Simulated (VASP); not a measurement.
Wanted: the native input for a VASP 6.6.1 run.

```yaml
Task: single point
Functional: PBE
Potentials_or_basis: VASP PAW PBE potentials, release 64 (Cd, O)
Cutoff: 520 eV
k_mesh: 7 × 7 × 7
Occupations: fermi-dirac, width 0.0612256 eV
Spin: no spin polarisation
Dipole_correction: no
Further_INCAR_settings: ALGO = Normal; EDIFF = 1e-06; NBANDS = 53
```

The structure of Cd2O3 lies in POSCAR:

```
Cd2O3
1.0
    5.2716688352      0.0000000000      0.0000000000
    0.0000000000      5.2716688352      0.0000000000
    0.0000000000      0.0000000000      5.2716688352
Cd O
4 6
Direct
    0.2500000000      0.2500000000      0.2500000000
    0.7500000000      0.7500000000      0.2500000000
    0.7500000000      0.2500000000      0.7500000000
    0.2500000000      0.7500000000      0.7500000000
    0.5000000000      0.0000000000      0.0000000000
    0.0000000000      0.5000000000      0.0000000000
    0.0000000000      0.0000000000      0.5000000000
    0.5000000000      0.5000000000      0.0000000000
    0.5000000000      0.0000000000      0.5000000000
    0.0000000000      0.5000000000      0.5000000000
```

These files were run (other wordings do the same):

INCAR

```
PREC     = Accurate       # precision mode
ENCUT    = 520            # plane-wave cutoff, eV
EDIFF    = 1E-6           # SCF threshold, eV
ISMEAR   = -1             # smearing method
SIGMA    = 0.06122561905347299 # smearing width, eV
LREAL    = F              # projectors in reciprocal space
LASPH    = T              # aspherical terms in the spheres
NELM     = 80             # most SCF steps
ALGO     = Normal         # electronic algorithm
ISIF     = 2              # what is computed and relaxed
LWAVE    = F              # write WAVECAR
LCHARG   = F              # write CHGCAR
GGA      = PE             # functional
NBANDS   = 53             # bands
```

KPOINTS

```
regular mesh
0
Gamma
  7 7 7
```

Potentials or basis: VASP PAW PBE potentials, release 64 (Cd, O).

The run is started by

```sh
$ cat potpaw_PBE.64/Cd/POTCAR potpaw_PBE.64/O/POTCAR > POTCAR
$ mpirun -np 1 vasp_std > vasp.out
```

It gave:

```json
{"Pressure": "1.1 GPa", "Band gap on the k mesh": "zero (bands 42 and 43 overlap by 0.75 eV)"}
```

Caveat: semilocal functionals underestimate gaps, so a narrow gap can read as zero.

Wall time 72 s on 1 thread of Intel(R) Xeon(R) 6975P-C (Granite Rapids), on a shared host, peak memory 0.3 GiB.
